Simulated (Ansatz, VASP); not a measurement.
**MgSe in VASP and in Ansatz**

File INCAR:

```
PREC = Accurate ; ENCUT = 600
EDIFF = 1E-6 ; ISMEAR = -1
SIGMA = 0.02 ; LREAL = False
LASPH = True ; NELM = 120
ALGO = Normal ; ISIF = 2
LWAVE = False ; LCHARG = True
GGA = PE ; LELF = True
LVHAR = True ; NBANDS = 11
GGA_COMPAT = False
```

The input KPOINTS:

```
regular mesh
0
Gamma
  8 8 8
```

The input POSCAR:

```
MgSe
1.0
    0.0000000000      2.7362693763      2.7362693763
    2.6952253357      0.0000000000      2.7362693763
    2.6952253357      2.7362693763      0.0000000000
Mg Se
1 1
Direct
    0.0000000000      0.0000000000      0.0000000000
    0.5000000000      0.5000000000      0.5000000000
```

Input for Ansatz:

```yaml
crystal:
  lattice:
    - [0.0, 2.7362693763, 2.7362693763]
    - [2.6952253357, 0.0, 2.7362693763]
    - [2.6952253357, 2.7362693763, 0.0]
  atoms:
    - { symbol: Mg, position: [0.0, 0.0, 0.0] }
    - { symbol: Se, position: [0.5, 0.5, 0.5] }
kpoints:
  mp_grid: { grid: [8, 8, 8] }
  band_path:
    path:
      - [0.0, 0.0, 0.0]
      - [0.5, 0.0, 0.5]
      - [0.625, 0.25, 0.625]
      - [0.375, 0.375, 0.75]
      - [0.5, 0.5, 0.5]
      - [0.5, 0.25, 0.75]
      - [0.0, 0.5, 0.5]
    npoints: 1
hamiltonian:
  xc: pbe
scf:
  occupations: { method: fermi_dirac, width: 0.02 }
  n_extra_bands: 4
output:
  forces: true
  stress: true
  eigenvalues: true
```

Change from the starting cell: uniaxial_x strain -1.5%.

Alike in both runs: task single point; functional PBE; k mesh 8 × 8 × 8; occupations fermi-dirac, width 0.02 eV; no spin polarisation.

|  | VASP | Ansatz |
| --- | --- | --- |
| version | VASP 6.6.1 | Ansatz 0.2.0 |
| potentials or method | VASP PAW PBE potentials, release 64 (Mg, Se) | plane waves, PAW |
| plane-wave cutoff (eV) | 600 | 420 |
| valence electrons in the cell | 8 | 26 |

|  | VASP | Ansatz | Ansatz less VASP |
| --- | --- | --- | --- |
| gap on the k mesh at the Fermi level (eV) | 1.74 | 1.76 | +0.023 |
| pressure (GPa) | 2.2 | 2.3 | +0.12 |
| traceless stress, the component that is largest in VASP (GPa) | 0.99 | 0.99 | 0.000 |

VASP's potentials hold 8 valence electrons a cell and Ansatz's 26, so a difference there can come from the potentials and not from the codes.
